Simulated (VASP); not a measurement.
Write the native input for VASP 6.6.1 that does the following.

| Quantity | Value |
| --- | --- |
| Task | single point |
| Functional | r2SCAN |
| Potentials or basis | VASP PAW PBE potentials, release 64 (Ga_d, As) |
| Cutoff | 520 eV |
| k mesh | 6 × 6 × 4 |
| Occupations | fermi-dirac, width 0.02 eV |
| Spin | no spin polarisation |
| Dipole correction | no |
| Further INCAR settings | ALGO = Normal; EDIFF = 1e-07; NBANDS = 26 |

GaAs:

```
CELL_PARAMETERS angstrom
4.24976 0.00000 0.00000
-2.12488 3.68040 0.00000
0.00000 0.00000 5.77324
ATOMIC_POSITIONS crystal
Ga 0.33333 0.66667 0.25000
Ga 0.66667 0.33333 0.75000
As 0.66667 0.33333 0.25000
As 0.33333 0.66667 0.75000
```

These files were run (other wordings do the same):

POSCAR

```
GaAs
1.0
    4.2497555659      0.0000000000      0.0000000000
   -2.1248777830      3.6803962799      0.0000000000
    0.0000000000      0.0000000000      5.7732405026
Ga As
2 2
Direct
    0.3333333333      0.6666666667      0.2500000000
    0.6666666667      0.3333333333      0.7500000000
    0.6666666667      0.3333333333      0.2500000000
    0.3333333333      0.6666666667      0.7500000000
```

INCAR.step1

```
SYSTEM = GaAs
  ALGO = Normal
  EDIFF = 1E-4
  ENCUT = 520
  GGA = PE
  ISMEAR = -1
  LASPH = .TRUE.
  LCHARG = .FALSE.
  LREAL = .FALSE.
  LWAVE = .TRUE.
  NBANDS = 26
  NELM = 80
  PREC = Accurate
  SIGMA = 0.02
```

INCAR.step2

```
SYSTEM = GaAs
  ALGO = Normal
  EDIFF = 1E-7
  ENCUT = 520
  ISIF = 2
  ISMEAR = -1
  ISTART = 1
  LASPH = .TRUE.
  LCHARG = .FALSE.
  LMIXTAU = .TRUE.
  LREAL = .FALSE.
  LWAVE = .FALSE.
  METAGGA = R2SCAN
  NBANDS = 26
  NELM = 80
  PREC = Accurate
  SIGMA = 0.02
```

KPOINTS

```
k-points
0
G
  6 6 4
  0 0 0
```

Potentials or basis: VASP PAW PBE potentials, release 64 (Ga_d, As).

Launch:

```sh
$ cat potpaw_PBE.64/Ga_d/POTCAR potpaw_PBE.64/As/POTCAR > POTCAR
$ cp INCAR.step1 INCAR
$ mpirun -np 1 vasp_std > vasp.out
$ cp INCAR.step2 INCAR
$ mpirun -np 1 vasp_std > vasp.out
```

Results of the run:

| Quantity | Value |
| --- | --- |
| Pressure | 0.1 GPa |
| Band gap on the k mesh | zero (band 18 reaches 4.00 eV, above the bottom of band 19 at 2.92 eV) |

Caveat: the PAW data sets were made with another functional, which shifts forces and pressure a little.

Run time: 2.9 min on 1 thread of Intel Xeon 6975P-C, with other jobs on the host, peak memory 0.24 GiB.
